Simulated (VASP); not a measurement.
# Si in VASP: a series of runs

Runs on Si. Level: r2SCAN. Tasks: single point.

All numbers are computed with VASP 6.6.1; they aren't measurements. Logs are shortened: lines on timing, memory, paths and dates and some standing lists are left out, and cuts for length are marked.

**1. The cell of the first run**

The cell holds a slab with vacuum, 6 atoms: a = 3.850 Å, b = 3.850 Å, c = 23.072 Å, α = 90.00°, β = 90.00°, γ = 120.00°.

**2. Single point, r2SCAN**

Input file POSCAR:

```
Si
1.0
    3.8496339811      0.0000000000      0.0000000000
   -1.9248169906      3.3338808229      0.0000000000
    0.0000000000      0.0000000000     23.0722000000
Si
6
Direct
    0.0000000000      0.0000000000      0.3494427333
    0.3333333333      0.6666666667      0.3783473271
    0.3333333333      0.6666666667      0.4835583769
    0.6666666667      0.3333333333      0.5164416177
    0.6666666667      0.3333333333      0.6216526709
    0.0000000000      0.0000000000      0.6505572724
```

Input file INCAR.step1:

```
ALGO = Normal
DIPOL = 0.5 0.5 0.500
EDIFF = 1E-4
ENCUT = 520
GGA = PE
IDIPOL = 3
ISMEAR = -1
LASPH = True
LCHARG = False
LDIPOL = True
LREAL = False
LWAVE = True
NBANDS = 21
NELM = 60
PREC = Accurate
SIGMA = 0.02
```

Input file INCAR.step2:

```
ALGO = Normal
DIPOL = 0.5 0.5 0.500
EDIFF = 1E-6
ENCUT = 520
IDIPOL = 3
ISIF = 2
ISMEAR = -1
ISTART = 1
LASPH = True
LCHARG = False
LDIPOL = True
LMIXTAU = True
LREAL = False
LWAVE = False
METAGGA = R2SCAN
NBANDS = 21
NELM = 60
PREC = Accurate
SIGMA = 0.02
```

Input file KPOINTS:

```
k-points
0
Gamma
  9 9 1
```

Potentials or basis: VASP PAW PBE potentials, release 64 (Si).

Started as:

```sh
cat potpaw_PBE.64/Si/POTCAR > POTCAR
cp INCAR.step1 INCAR
mpirun -np 1 vasp_std > vasp.out
cp INCAR.step2 INCAR
mpirun -np 1 vasp_std > vasp.out
```

OUTCAR:

```text
EDIFF = 1E-6
   ENCUT = 520
   ISIF = 2
   ISMEAR = -1
   ISTART = 1
   LASPH = True
   LREAL = False
   METAGGA = R2SCAN
   NELM = 60
   PREC = Accurate

 ion  position               nearest neighbor table
   1  0.000  0.000  0.349-   2 2.32   2 2.32   2 2.32
   2  0.333  0.667  0.378-   1 2.32   1 2.32   1 2.32   3 2.43
   3  0.333  0.667  0.484-   4 2.35   4 2.35   4 2.35   2 2.43
   4  0.667  0.333  0.516-   3 2.35   3 2.35   3 2.35   5 2.43
   5  0.667  0.333  0.622-   6 2.32   6 2.32   6 2.32   4 2.43
   6  0.000  0.000  0.651-   5 2.32   5 2.32   5 2.32

  LATTYP: Found a hexagonal cell.
 ALAT       =     3.8496339811
 C/A-ratio  =     5.9933490075

  Lattice vectors:

 A1 = (   3.8496339811,   0.0000000000,   0.0000000000)
 A2 = (  -1.9248169906,   3.3338808229,   0.0000000000)
 A3 = (   0.0000000000,   0.0000000000,  23.0722000000)

Analysis of symmetry for initial positions (statically):
=====================================================================
 Subroutine PRICEL returns:
 Original cell was already a primitive cell.

 Routine SETGRP: Setting up the symmetry group for a
 hexagonal supercell.

 Subroutine GETGRP returns: Found 12 space group operations
 (whereof 12 operations were pure point group operations)
 out of a pool of 24 trial point group operations.

The static configuration has the point symmetry D_3d.

Analysis of symmetry for dynamics (positions and initial velocities):
=====================================================================
 Subroutine PRICEL returns:
 Original cell was already a primitive cell.

 Routine SETGRP: Setting up the symmetry group for a
 hexagonal supercell.

 Subroutine GETGRP returns: Found 12 space group operations
 (whereof 12 operations were pure point group operations)
 out of a pool of 24 trial point group operations.

The dynamic configuration has the point symmetry D_3d.

 Subroutine INISYM returns: Found 12 space group operations
 (whereof 12 operations are pure point group operations),
 and found     1 'primitive' translations

----------------------------------------------------------------------------------------

                                     Primitive cell

  volume of cell :     296.1137

  direct lattice vectors                    reciprocal lattice vectors
     3.849633981  0.000000000  0.000000000     0.259764956  0.149975367  0.000000000
[... 81 lines left out ...]
   EDIFF  = 0.1E-05   stopping-criterion for ELM
   LREAL  =      F    real-space projection
[... 7 lines left out ...]
   TEBEG  =    0.0;   TEEND  =   0.0 temperature during run
   PSTRESS=    0.0 pullay stress
   NELECT =      24.0000    total number of electrons
   NUPDOWN=      -1.0000    fix difference up-down
   EMIN   =  10.00;   EMAX   =-10.00  energy-range for DOS
   EFERMI =   0.00;   METHOD = LEGACY
   ISMEAR =    -1;   SIGMA  =   0.02  broadening in eV -4-tet -1-fermi 0-gaus
   EFERMI_NEDOS =   21; number of points for ismear=-14 and -15
   IALGO  =     38    algorithm
   IMIX   =      4    mixing-type and parameters
     AMIX     =   0.40;   BMIX     =  1.00
     AMIX_MAG =   1.60;   BMIX_MAG =  1.00
  volume/ion in A,a.u.               =      49.35       333.05
  Fermi-wavevector in a.u.,A,eV,Ry     =   0.708477  1.338827  6.829303  0.501940
  Thomas-Fermi vector in A             =   1.794803
   LORBIT       =      0    0 simple, 1 ext, 2 COOP (PROOUT), +10 PAW based schemes
   METAGGA = R2SCAN    functional components
   LHFCALC =     F    Hartree Fock is set to
   AEXX    =    0.0000 exact exchange contribution
   IVDW    =     0    specifies the selected vdW correction
   LEPSILON=     F    determine dielectric tensor
   LRPA    =     F    only Hartree local field effects (RPA)
 non-spin polarized calculation
  energy-cutoff  :      520.00
  volume of cell :      296.11
 maximum number of plane-waves:      8019
 NGX is ok and might be reduce to    30
   NGX = 15   NGY = 15   NGZ = 85

 number of electron      24.0000002 magnetization

 dipolmoment           0.000000      0.000000      0.000000 electrons x Angstroem

 Free energy of the ion-electron system (eV)
  ---------------------------------------------------
  ext. energy  EPLUGINS =         0.00000000
  ---------------------------------------------------
  free energy    TOTEN  =       -49.95781765 eV

  energy without entropy =      -49.94993730  energy(sigma->0) =      -49.95387748

 E-fermi :  -0.5654     XC(G=0):  -4.5656

 val. band max:       -0.6231806736   @ k =   0.2222   0.1111   0.0000
 cond. band min:      -0.5630461339   @ k =   0.4444   0.1111   0.0000
 fundamental gap:      0.0601345396
 Fermi energy:        -0.5654305323

 k-point     1 :       0.0000    0.0000    0.0000
  band No.  band energies     occupation
      1     -12.8814      2.00000
      2     -12.1429      2.00000
      3     -11.1853      2.00000
      4      -6.6517      2.00000
      5      -4.3175      2.00000
      6      -1.8546      2.00000
[... 277 lines left out ...]
     20       5.7082      0.00000
     21       5.7082      0.00000

------------------------ aborting loop because EDIFF is reached ----------------------------------------

 vacuum level on the upper side and lower side of the slab       (xc-potential included)         0.030         0.030

  FORCE on cell =-STRESS in cart. coord.  units (eV):
  Direction    XX          YY          ZZ          XY          YZ          ZX
  --------------------------------------------------------------------------------------
  -------------------------------------------------------------------------------------
  Total       -0.3894379     -0.3894379     -0.1150357      0.0000000      0.0000000      0.0000000
  in kB       -2.1071248     -2.1071248     -0.6224218      0.0000000      0.0000000      0.0000000
  external PRESSURE =      -1.6122238 kB  Pullay stress =       0.0000000 kB

 VOLUME and BASIS-vectors are now :
 -----------------------------------------------------------------------------
  energy-cutoff  :      520.00
  volume of cell :      296.11
      direct lattice vectors                 reciprocal lattice vectors
     3.849633981  0.000000000  0.000000000     0.259764956  0.149975367  0.000000000
    -1.924816991  3.333880823  0.000000000     0.000000000  0.299950734  0.000000000
     0.000000000  0.000000000 23.072200000     0.000000000  0.000000000  0.043342204

 POSITION                                       TOTAL-FORCE (eV/Angst)
 -----------------------------------------------------------------------------------
      0.00000      0.00000      8.06241        -0.000000      0.000000      0.019591
     -0.00000      2.22259      8.72931         0.000000     -0.000000     -0.004661
     -0.00000      2.22259     11.15676         0.000000      0.000000      0.004985
      1.92482      1.11129     11.91544         0.000000     -0.000000     -0.004985
      1.92482      1.11129     14.34289         0.000000      0.000000      0.004661
      0.00000      0.00000     15.00979        -0.000000      0.000000     -0.019591
 -----------------------------------------------------------------------------------
    total drift:                               -0.000000      0.000000      0.000004

  FREE ENERGIE OF THE ION-ELECTRON SYSTEM (eV)
  ---------------------------------------------------
  free  energy   TOTEN  =       -49.9578176523 eV

  energy  without entropy=      -49.9499373041  energy(sigma->0) =      -49.95387748

 vacuum level on the upper side and lower side of the slab         4.417         4.417
```

OUTCAR.step1:

```text
EDIFF = 1E-4
   ENCUT = 520
   GGA = PE
   ISMEAR = -1
   LASPH = True
   LREAL = False
   NELM = 60
   PREC = Accurate

[... 513 lines left out ...]
      1.92482      1.11129     14.34289         0.000000     -0.000000     -0.053784
      0.00000      0.00000     15.00979        -0.000000      0.000000      0.118421
 -----------------------------------------------------------------------------------
    total drift:                               -0.000000      0.000000      0.000003

  FREE ENERGIE OF THE ION-ELECTRON SYSTEM (eV)
  ---------------------------------------------------
  free  energy   TOTEN  =       -30.1521395828 eV

  energy  without entropy=      -30.1444943619  energy(sigma->0) =      -30.14831697

 vacuum level on the upper side and lower side of the slab         4.364         4.364
```

It took 4.3 min on 1 thread of Intel Xeon 6975P-C (Granite Rapids), shared host; peak memory 0.42 GiB.

Results:

```yaml
Free_energy: -49.9578 eV
Largest_force: 0.020 eV/Å
Band_gap_on_the_k_mesh: zero (band 12 reaches -0.55 eV, above the bottom of band 13 at -0.56 eV)
```

Forces in eV/Å, atoms in the order of the input:
```
Si   0.000  0.000  0.020
Si   0.000  0.000 -0.005
Si   0.000  0.000  0.005
Si   0.000  0.000 -0.005
Si   0.000  0.000  0.005
Si   0.000  0.000 -0.020
```

Levels at points of the mesh, in eV from the Fermi level:
```csv
k point,band 9,band 10,band 11,band 12,band 13,band 14,band 15,band 16
"(0.00, 0.00, 0.00)",-0.93,-0.63,-0.45,-0.45,1.10,1.92,2.78,3.07
```

Caveat: the PAW data sets were made with another functional, which shifts forces and pressure a little.

**3. Single point, r2SCAN**

POSCAR is that of step 2.

Input file INCAR.step1:

```
ALGO     = Normal         # electronic algorithm
DIPOL    = 0.5 0.5 0.500
EDIFF    = 1E-4           # SCF threshold, eV
EFIELD   = -0.3         
ENCUT    = 520            # plane-wave cutoff, eV
GGA      = PE             # functional
IDIPOL   = 3            
ISMEAR   = -1             # smearing method
LASPH    = True           # aspherical terms in the spheres
LCHARG   = False          # write CHGCAR
LDIPOL   = True         
LREAL    = False          # projectors in reciprocal space
LWAVE    = True           # write WAVECAR
NBANDS   = 21             # bands
NELM     = 100            # most SCF steps
PREC     = Accurate       # precision mode
SIGMA    = 0.02           # smearing width, eV
```

Input file INCAR.step2:

```
ALGO     = Normal         # electronic algorithm
DIPOL    = 0.5 0.5 0.500
EDIFF    = 1E-6           # SCF threshold, eV
EFIELD   = -0.3         
ENCUT    = 520            # plane-wave cutoff, eV
IDIPOL   = 3            
ISIF     = 2              # what is computed and relaxed
ISMEAR   = -1             # smearing method
ISTART   = 1            
LASPH    = True           # aspherical terms in the spheres
LCHARG   = False          # write CHGCAR
LDIPOL   = True         
LMIXTAU  = True         
LREAL    = False          # projectors in reciprocal space
LWAVE    = False          # write WAVECAR
METAGGA  = R2SCAN         # meta-GGA
NBANDS   = 21             # bands
NELM     = 100            # most SCF steps
PREC     = Accurate       # precision mode
SIGMA    = 0.02           # smearing width, eV
```

KPOINTS is that of step 2.

Potentials or basis: VASP PAW PBE potentials, release 64 (Si).

Started as:

```sh
cat potpaw_PBE.64/Si/POTCAR > POTCAR
cp INCAR.step1 INCAR
mpirun -np 1 vasp_std > vasp.out
cp INCAR.step2 INCAR
mpirun -np 1 vasp_std > vasp.out
```

OUTCAR:

```text
EDIFF = 1E-6
   ENCUT = 520
   ISIF = 2
   ISMEAR = -1
   ISTART = 1
   LASPH = True
   LREAL = False
   METAGGA = R2SCAN
   NELM = 100
   PREC = Accurate

 ion  position               nearest neighbor table
   1  0.000  0.000  0.349-   2 2.32   2 2.32   2 2.32
   2  0.333  0.667  0.378-   1 2.32   1 2.32   1 2.32   3 2.43
   3  0.333  0.667  0.484-   4 2.35   4 2.35   4 2.35   2 2.43
   4  0.667  0.333  0.516-   3 2.35   3 2.35   3 2.35   5 2.43
   5  0.667  0.333  0.622-   6 2.32   6 2.32   6 2.32   4 2.43
   6  0.000  0.000  0.651-   5 2.32   5 2.32   5 2.32

  LATTYP: Found a hexagonal cell.
 ALAT       =     3.8496339811
 C/A-ratio  =     5.9933490075

  Lattice vectors:

[... 481 lines left out ...]
  Total       -0.3705577     -0.3705577     -0.1449030      0.0000000      0.0000000     -0.0000000
  in kB       -2.0049700     -2.0049700     -0.7840244      0.0000000      0.0000000     -0.0000000
  external PRESSURE =      -1.5979881 kB  Pullay stress =       0.0000000 kB

 VOLUME and BASIS-vectors are now :
 -----------------------------------------------------------------------------
  energy-cutoff  :      520.00
  volume of cell :      296.11
      direct lattice vectors                 reciprocal lattice vectors
     3.849633981  0.000000000  0.000000000     0.259764956  0.149975367  0.000000000
    -1.924816991  3.333880823  0.000000000     0.000000000  0.299950734  0.000000000
     0.000000000  0.000000000 23.072200000     0.000000000  0.000000000  0.043342204

 POSITION                                       TOTAL-FORCE (eV/Angst)
 -----------------------------------------------------------------------------------
      0.00000      0.00000      8.06241        -0.000000     -0.000000     -0.009580
     -0.00000      2.22259      8.72931        -0.000000      0.000000      0.024019
     -0.00000      2.22259     11.15676         0.000000      0.000000      0.002289
      1.92482      1.11129     11.91544         0.000000      0.000000     -0.006756
      1.92482      1.11129     14.34289         0.000000     -0.000000      0.033063
      0.00000      0.00000     15.00979         0.000000     -0.000000     -0.043034
 -----------------------------------------------------------------------------------
    total drift:                               -0.000001      0.000000      0.000192

  FREE ENERGIE OF THE ION-ELECTRON SYSTEM (eV)
  ---------------------------------------------------
  free  energy   TOTEN  =       -49.9900129090 eV

  energy  without entropy=      -49.9821645914  energy(sigma->0) =      -49.98608875

 vacuum level on the upper side and lower side of the slab         6.264         2.524
```

It took 8.6 min on 1 thread of Intel Xeon 6975P-C (Granite Rapids), shared host; peak memory 0.44 GiB.

What came out:

| Property | Result |
| --- | --- |
| Free energy | -49.9900 eV |
| Largest force | 0.043 eV/Å |
| Band gap on the k mesh | zero (band 12 reaches -0.55 eV, above the bottom of band 13 at -0.57 eV) |

Forces on the atoms (eV/Å):
```
Si   0.000  0.000 -0.010
Si   0.000  0.000  0.024
Si   0.000  0.000  0.002
Si   0.000  0.000 -0.007
Si   0.000  0.000  0.033
Si   0.000  0.000 -0.043
```

Levels at points of the mesh, in eV from the Fermi level:
| k point | band 9 | band 10 | band 11 | band 12 | band 13 | band 14 | band 15 | band 16 |
| --- | --- | --- | --- | --- | --- | --- | --- | --- |
| (0.00, 0.00, 0.00) | -0.93 | -0.63 | -0.45 | -0.45 | 1.10 | 1.92 | 2.77 | 3.07 |

Caveat: the PAW data sets were made with another functional, which shifts forces and pressure a little.

(Continued in part 2 of 2.)
